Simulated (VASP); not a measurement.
# LiBi in VASP: a series of runs

LiBi is run at these levels: LDA; tasks: single point, relaxation of cell and atoms.

Everything below comes from runs of VASP 6.6.1. Logs are shortened: lines on timing, memory, paths and dates and some standing lists are left out, and cuts for length are marked.

## (1) The cell of the first run

The typed cell holds 4 atoms: a = 4.763 Å, b = 4.763 Å, c = 5.331 Å, α = 90.00°, β = 90.00°, γ = 120.00°.

## (2) Single point, LDA

The input, INCAR:

```
PREC = Accurate ; ENCUT = 520
EDIFF = 1E-6 ; ISMEAR = 0
SIGMA = 0.05 ; LREAL = False
LASPH = True ; NELM = 60
ALGO = Normal ; ISIF = 2
LWAVE = False ; LCHARG = False
GGA = CA ; NBANDS = 26
```

The input, KPOINTS:

```
regular mesh
0
Gamma
  6 6 5
```

The input, POSCAR:

```
LiBi
1.0
    4.7628830367      0.0000000000      0.0000000000
   -2.3814415183      4.1247777050      0.0000000000
    0.0000000000      0.0000000000      5.3312749778
Li Bi
2 2
Direct
    0.3333333333      0.6666666667     -0.0625458554
    0.6666666667      0.3333333333      0.4374541446
    0.3333333333      0.6666666667      0.4375458554
    0.6666666667      0.3333333333      0.9375458554
```

Potentials or basis: VASP PAW LDA potentials, release 64 (Li_sv, Bi_d).

Command:

```
> cat potpaw_LDA.64/Li_sv/POTCAR potpaw_LDA.64/Bi_d/POTCAR > POTCAR
> mpirun -np 1 vasp_std > vasp.out
```

OUTCAR:

```text
PREC = Accurate
   ENCUT = 520
   EDIFF = 1E-6
   ISMEAR = 0
   LREAL = False
   LASPH = True
   NELM = 60
   ISIF = 2
   GGA = CA

 ion  position               nearest neighbor table
   1  0.333  0.667  0.937-   3 2.67   3 2.67   4 2.75   4 2.75   4 2.75
   2  0.667  0.333  0.437-   4 2.67   4 2.67   3 2.75   3 2.75   3 2.75
   3  0.333  0.667  0.438-   1 2.67   1 2.67   2 2.75   2 2.75   2 2.75   4 3.83   4 3.83   4 3.83
                             4 3.83   4 3.83   4 3.83
   4  0.667  0.333  0.938-   2 2.67   2 2.67   1 2.75   1 2.75   1 2.75   3 3.83   3 3.83   3 3.83
                             3 3.83   3 3.83   3 3.83

  LATTYP: Found a hexagonal cell.
 ALAT       =     4.7628830367
 C/A-ratio  =     1.1193377911

  Lattice vectors:

 A1 = (   4.7628830367,   0.0000000000,   0.0000000000)
 A2 = (  -2.3814415183,   4.1247777050,   0.0000000000)
 A3 = (   0.0000000000,   0.0000000000,   5.3312749778)

Analysis of symmetry for initial positions (statically):
=====================================================================
 Subroutine PRICEL returns:
 Original cell was already a primitive cell.

 Routine SETGRP: Setting up the symmetry group for a
 hexagonal supercell.

 Subroutine GETGRP returns: Found 12 space group operations
 (whereof  6 operations were pure point group operations)
 out of a pool of 24 trial point group operations.

The static configuration has the point symmetry C_3v.
 The point group associated with its full space group is C_6v.

Analysis of symmetry for dynamics (positions and initial velocities):
=====================================================================
 Subroutine PRICEL returns:
 Original cell was already a primitive cell.

 Routine SETGRP: Setting up the symmetry group for a
 hexagonal supercell.

 Subroutine GETGRP returns: Found 12 space group operations
 (whereof  6 operations were pure point group operations)
 out of a pool of 24 trial point group operations.

The dynamic configuration has the point symmetry C_3v.
 The point group associated with its full space group is C_6v.

 Subroutine INISYM returns: Found 12 space group operations
 (whereof  6 operations are pure point group operations),
 and found     1 'primitive' translations

----------------------------------------------------------------------------------------

                                     Primitive cell

  volume of cell :     104.7373

  direct lattice vectors                    reciprocal lattice vectors
     4.762883037  0.000000000  0.000000000     0.209956867  0.121218654  0.000000000
    -2.381441518  4.124777705  0.000000000     0.000000000  0.242437307  0.000000000
     0.000000000  0.000000000  5.331274978     0.000000000  0.000000000  0.187572392

  length of vectors
     4.762883037  4.762883037  5.331274978     0.242437307  0.242437307  0.187572392

  position of ions in fractional coordinates (direct lattice)
     0.333333333  0.666666667  0.937454145
     0.666666667  0.333333333  0.437454145
     0.333333333  0.666666667  0.437545855
     0.666666667  0.333333333  0.937545855

  ion indices of the primitive-cell ions
   primitive index   ion index
                 1           1
                 2           2
                 3           3
                 4           4

----------------------------------------------------------------------------------------

 KPOINTS: regular mesh

Automatic generation of k-mesh.
 Grid dimensions read from file:
 generate k-points for:    6    6    5

 Generating k-lattice:

  Cartesian coordinates                     Fractional coordinates (reciprocal lattice)
     0.034992811  0.020203109  0.000000000     0.166666667 -0.000000000  0.000000000
     0.000000000  0.040406218  0.000000000     0.000000000  0.166666667  0.000000000
     0.000000000  0.000000000  0.037514478     0.000000000  0.000000000  0.200000000

  Length of vectors
     0.040406218  0.040406218  0.037514478

  Shift w.r.t. Gamma in fractional coordinates (k-lattice)
     0.000000000  0.000000000  0.000000000

 Subroutine IBZKPT returns following result:
 ===========================================

 Found     21 irreducible k-points:

 Following reciprocal coordinates:
            Coordinates               Weight
  0.000000  0.000000  0.000000      1.000000
  0.166667 -0.000000  0.000000      6.000000
  0.333333 -0.000000  0.000000      6.000000
  0.500000 -0.000000  0.000000      3.000000
  0.166667  0.166667  0.000000      6.000000
  0.333333  0.166667  0.000000     12.000000
[... 13 lines left out ...]
  0.333333  0.166667  0.400000     24.000000
  0.333333  0.333333  0.400000      4.000000
   k-points           NKPTS =     21   k-points in BZ     NKDIM =     21   number of bands    NBANDS=     26
   number of dos      NEDOS =    301   number of ions     NIONS =      4
   total plane-waves  NPLWV =  51840
   dimension x,y,z NGX =    36 NGY =   36 NGZ =   40
   dimension x,y,z NGXF=    72 NGYF=   72 NGZF=   80
   ions per type =               2   2
   NGX,Y,Z   is equivalent  to a cutoff of  12.57, 12.57, 12.47 a.u.
   NGXF,Y,Z  is equivalent  to a cutoff of  25.13, 25.13, 24.95 a.u.
 SYSTEM =  unknown system
   PREC   = accura    normal or accurate (medium, high low for compatibility)
   ISTART =      0    job   : 0-new  1-cont  2-samecut
   ICHARG =      2    charge: 1-file 2-atom 10-const
   ISPIN  =      1    spin polarized calculation?
   LNONCOLLINEAR =      F non collinear calculations
   LSORBIT =      F    spin-orbit coupling
   LASPH  =      T    aspherical Exc in radial PAW
   ENCUT  =  520.0 eV  38.22 Ry    6.18 a.u.   8.86  8.86  9.91*2*pi/ulx,y,z
   NELM   =     60;   NELMIN=  2; NELMDL= -5     # of ELM steps
   EDIFF  = 0.1E-05   stopping-criterion for ELM
   LREAL  =      F    real-space projection
   EDIFFG = 0.1E-04   stopping-criterion for IOM
   NSW    =      0    number of steps for IOM
   IBRION =     -1    ionic relax: 0-MD 1-quasi-New 2-CG
   NFREE  =      0    steps in history (QN), initial steepest desc. (CG)
   ISIF   =      2    stress and relaxation
   ISYM   =      2    0-nonsym 1-usesym 2-fastsym
   POTIM  = 0.5000    time-step for ionic-motion
   TEBEG  =    0.0;   TEEND  =   0.0 temperature during run
   PSTRESS=    0.0 pullay stress
   NELECT =      36.0000    total number of electrons
   NUPDOWN=      -1.0000    fix difference up-down
   EMIN   =  10.00;   EMAX   =-10.00  energy-range for DOS
   EFERMI =   0.00;   METHOD = LEGACY
   ISMEAR =     0;   SIGMA  =   0.05  broadening in eV -4-tet -1-fermi 0-gaus
   EFERMI_NEDOS =   21; number of points for ismear=-14 and -15
   IALGO  =     38    algorithm
   IMIX   =      4    mixing-type and parameters
     AMIX     =   0.40;   BMIX     =  1.00
     AMIX_MAG =   1.60;   BMIX_MAG =  1.00
  volume/ion in A,a.u.               =      26.18       176.70
  Fermi-wavevector in a.u.,A,eV,Ry     =   1.146767  2.167075 17.892672  1.315074
  Thomas-Fermi vector in A             =   2.283450
   LORBIT       =      0    0 simple, 1 ext, 2 COOP (PROOUT), +10 PAW based schemes
   GGA     = CA    functional components
   LHFCALC =     F    Hartree Fock is set to
   AEXX    =    0.0000 exact exchange contribution
   IVDW    =     0    specifies the selected vdW correction
   LEPSILON=     F    determine dielectric tensor
   LRPA    =     F    only Hartree local field effects (RPA)
 non-spin polarized calculation
 Gauss-broadening in eV      SIGMA  =   0.05
  energy-cutoff  :      520.00
  volume of cell :      104.74
 maximum number of plane-waves:      2845
 NGX is ok and might be reduce to    36
   NGX = 17   NGY = 17   NGZ = 19

 number of electron      36.0000013 magnetization

 Free energy of the ion-electron system (eV)
  ---------------------------------------------------
  ext. energy  EPLUGINS =         0.00000000
  ---------------------------------------------------
  free energy    TOTEN  =       -13.32939520 eV

  energy without entropy =      -13.32573202  energy(sigma->0) =      -13.32756361

 E-fermi :   3.9746     XC(G=0):  -8.9571

 val. band max:        3.8751491288   @ k =   0.0000   0.0000   0.4000
 cond. band min:       3.9781655859   @ k =   0.1667  -0.0000   0.4000
 fundamental gap:      0.1030164571
 Fermi energy:         3.9746088649

 k-point     1 :       0.0000    0.0000    0.0000
  band No.  band energies     occupation
      1     -41.1033      2.00000
      2     -41.1016      2.00000
      3     -18.4734      2.00000
      4     -18.4485      2.00000
      5     -18.4310      2.00000
      6     -18.4310      2.00000
[... 18 lines left out ...]
     25      11.3581      0.00000
     26      11.3581      0.00000

 k-point     2 :       0.1667   -0.0000    0.0000
  band No.  band energies     occupation
      1     -41.1031      2.00000
      2     -41.1016      2.00000
      3     -18.4722      2.00000
      4     -18.4509      2.00000
      5     -18.4331      2.00000
      6     -18.4290      2.00000
[... 18 lines left out ...]
     25      11.3699      0.00000
     26      11.3894      0.00000

 k-point     3 :       0.3333   -0.0000    0.0000
  band No.  band energies     occupation
      1     -41.1028      2.00000
      2     -41.1018      2.00000
      3     -18.4695      2.00000
      4     -18.4554      2.00000
      5     -18.4370      2.00000
      6     -18.4241      2.00000
[... 18 lines left out ...]
     25      10.8509      0.00000
     26      11.3127      0.00000

 k-point     4 :       0.5000   -0.0000    0.0000
  band No.  band energies     occupation
      1     -41.1026      2.00000
      2     -41.1021      2.00000
      3     -18.4679      2.00000
      4     -18.4578      2.00000
      5     -18.4388      2.00000
      6     -18.4210      2.00000
[... 18 lines left out ...]
     25      11.4569      0.00000
     26      12.1657      0.00000
[... 409 lines left out ...]
      1     -41.1023      2.00000
      2     -41.1020      2.00000
      3     -18.4677      2.00000
      4     -18.4627      2.00000
      5     -18.4278      2.00000
      6     -18.4241      2.00000
[... 18 lines left out ...]
     25      10.8904      0.00000
     26      11.0538      0.00000

 k-point    20 :       0.3333    0.1667    0.4000
  band No.  band energies     occupation
      1     -41.1022      2.00000
      2     -41.1021      2.00000
      3     -18.4669      2.00000
      4     -18.4643      2.00000
      5     -18.4234      2.00000
      6     -18.4157      2.00000
[... 18 lines left out ...]
     25      11.6367      0.00000
     26      11.8901      0.00000

 k-point    21 :       0.3333    0.3333    0.4000
  band No.  band energies     occupation
      1     -41.1021      2.00000
      2     -41.1021      2.00000
      3     -18.4657      2.00000
      4     -18.4657      2.00000
      5     -18.4213      2.00000
      6     -18.4130      2.00000
[... 18 lines left out ...]
     25      10.4857      0.00000
     26      10.8448      0.00000

------------------------ aborting loop because EDIFF is reached ----------------------------------------

  FORCE on cell =-STRESS in cart. coord.  units (eV):
  Direction    XX          YY          ZZ          XY          YZ          ZX
  --------------------------------------------------------------------------------------
  -------------------------------------------------------------------------------------
  Total       -0.0001206     -0.0001206     -0.0063131     -0.0000000     -0.0000000      0.0000000
  in kB       -0.0018451     -0.0018451     -0.0965719     -0.0000000     -0.0000000      0.0000000
  external PRESSURE =      -0.0334207 kB  Pullay stress =       0.0000000 kB

 VOLUME and BASIS-vectors are now :
 -----------------------------------------------------------------------------
  energy-cutoff  :      520.00
  volume of cell :      104.74
      direct lattice vectors                 reciprocal lattice vectors
     4.762883037  0.000000000  0.000000000     0.209956867  0.121218654  0.000000000
    -2.381441518  4.124777705  0.000000000     0.000000000  0.242437307  0.000000000
     0.000000000  0.000000000  5.331274978     0.000000000  0.000000000  0.187572392

 POSITION                                       TOTAL-FORCE (eV/Angst)
 -----------------------------------------------------------------------------------
     -0.00000      2.74985      4.99783         0.000000     -0.000000      0.002222
      2.38144      1.37493      2.33219        -0.000000      0.000000      0.002222
     -0.00000      2.74985      2.33268        -0.000000     -0.000000     -0.002222
      2.38144      1.37493      4.99831         0.000000      0.000000     -0.002222
 -----------------------------------------------------------------------------------
    total drift:                               -0.000000      0.000000      0.000009

  FREE ENERGIE OF THE ION-ELECTRON SYSTEM (eV)
  ---------------------------------------------------
  free  energy   TOTEN  =       -13.3293951990 eV

  energy  without entropy=      -13.3257320198  energy(sigma->0) =      -13.32756361
```

It took 67 s on 1 thread of AMD EPYC 7R13, shared host; peak memory 0.17 GiB.

Results:

* Free energy: -13.3294 eV
* Band gap on the k mesh: zero (bands 18 and 19 overlap by 2.12 eV)

Forces on the atoms (eV/Å):
```
Li   0.000  0.000  0.002
Li   0.000  0.000  0.002
Bi   0.000  0.000 -0.002
Bi   0.000  0.000 -0.002
```

Levels at points of the mesh, in eV from the Fermi level:
```tsv
k point	band 14	band 15	band 16	band 17	band 18	band 19	band 20	band 21	band 22	band 23
(0.00, 0.00, 0.00)	-9.40	-3.43	-1.22	-1.22	1.15	1.15	1.65	3.83	3.94	4.57
(0.50, 0.00, 0.00)	-10.08	-2.59	-2.24	-2.14	-0.74	-0.59	1.34	3.52	5.94	6.11
```

Caveat: the cutoff is under 1.25 times the usual one of these potentials, so pressure, stress and relaxed cells hold a basis-set (Pulay) error; spin-orbit coupling is left out, which moves the levels of the heavy elements.

## (3) Single point, LDA

This run uses another cell than the first one, of 26.71 Å³/atom.

The input, INCAR:

```
PREC = Accurate
ENCUT = 520
EDIFF = 1E-7
ISMEAR = 0
SIGMA = 0.05
LREAL = False
LASPH = True
NELM = 60
ALGO = Normal
ISIF = 2
LWAVE = False
LCHARG = False
GGA = CA
NBANDS = 26
```

The input, KPOINTS:

```
Automatic mesh
0
Gamma
  6 6 5
```

The input, POSCAR:

```
LiBi
1.0
    4.7944262277      0.0000000000      0.0000000000
   -2.3972131138      4.1520949098      0.0000000000
    0.0000000000      0.0000000000      5.3665824635
Li Bi
2 2
Direct
    0.3333333333      0.6666666667     -0.0625458554
    0.6666666667      0.3333333333      0.4374541446
    0.3333333333      0.6666666667      0.4375458554
    0.6666666667      0.3333333333      0.9375458554
```

Potentials or basis: VASP PAW LDA potentials, release 64 (Li_sv, Bi_d).

Command:

```
> cat potpaw_LDA.64/Li_sv/POTCAR potpaw_LDA.64/Bi_d/POTCAR > POTCAR
> mpirun -np 1 vasp_std > vasp.out
```

It took 70 s on 1 thread of AMD EPYC 7R13, shared host; peak memory 0.17 GiB.

The run converged. Its results:

```yaml
Free_energy: -13.3269 eV
Band_gap_on_the_k_mesh: zero (bands 18 and 19 overlap by 2.10 eV)
```

Forces in eV/Å, atoms in the order of the input:
```
Li   0.000  0.000  0.002
Li   0.000  0.000  0.002
Bi   0.000  0.000 -0.002
Bi   0.000  0.000 -0.002
```

Levels at points of the mesh, in eV from the Fermi level:
```
           k point  band 16  band 17  band 18  band 19  band 20  band 21
(0.00, 0.00, 0.00)    -1.18    -1.18     1.13     1.13     1.62     3.78
(0.50, 0.00, 0.00)    -2.18    -2.08    -0.71    -0.59     1.31     3.51
```

Caveat: the cutoff is under 1.25 times the usual one of these potentials, so pressure, stress and relaxed cells hold a basis-set (Pulay) error; spin-orbit coupling is left out, which moves the levels of the heavy elements.

## (4) Single point, LDA

This run uses another cell than the first one, of 26.28 Å³/atom.

The input, INCAR:

```
  ALGO = Normal
  EDIFF = 1E-7
  ENCUT = 520
  ISIF = 2
  ISMEAR = 0
  LASPH = T
  LCHARG = F
  LREAL = F
  LWAVE = F
  NBANDS = 26
  NELM = 80
  PREC = Accurate
  SIGMA = 0.05
```

The input, KPOINTS:

```
k-points
0
Gamma
  7 7 4
```

The input, POSCAR:

```
LiBi
1.0
    4.7724696529      0.0000000000      0.0000000000
   -2.3862348265      4.1330799582      0.0000000000
    0.0000000000      0.0000000000      5.3283308789
Li Bi
2 2
Direct
    0.3333333333      0.6666666667     -0.0624623398
    0.6666666667      0.3333333333      0.4375376602
    0.3333333333      0.6666666667      0.4374623398
    0.6666666667      0.3333333333      0.9374623398
```

Command:

```
> cat potpaw_LDA.64/Li_sv/POTCAR potpaw_LDA.64/Bi_d/POTCAR > POTCAR
> mpirun -np 1 vasp_std > vasp.out
```

It took 74 s on 1 thread of AMD EPYC 7R13, shared host; peak memory 0.18 GiB.

Results (log left out):

```yaml
Free_energy: -13.3084 eV
Band_gap_on_the_k_mesh: zero (bands 18 and 19 overlap by 1.80 eV)
```

Levels at points of the mesh, in eV from the Fermi level:
| k point | band 16 | band 17 | band 18 | band 19 | band 20 | band 21 |
| --- | --- | --- | --- | --- | --- | --- |
| (0.00, 0.00, 0.00) | -1.06 | -1.06 | 1.31 | 1.31 | 1.82 | 3.98 |
| (0.00, 0.00, 0.50) | -0.62 | 0.05 | 0.05 | 0.05 | 0.05 | 4.86 |

Caveat: the cutoff is under 1.25 times the usual one of these potentials, so pressure, stress and relaxed cells hold a basis-set (Pulay) error; spin-orbit coupling is left out, which moves the levels of the heavy elements.

(Continued in part 2 of 2.)
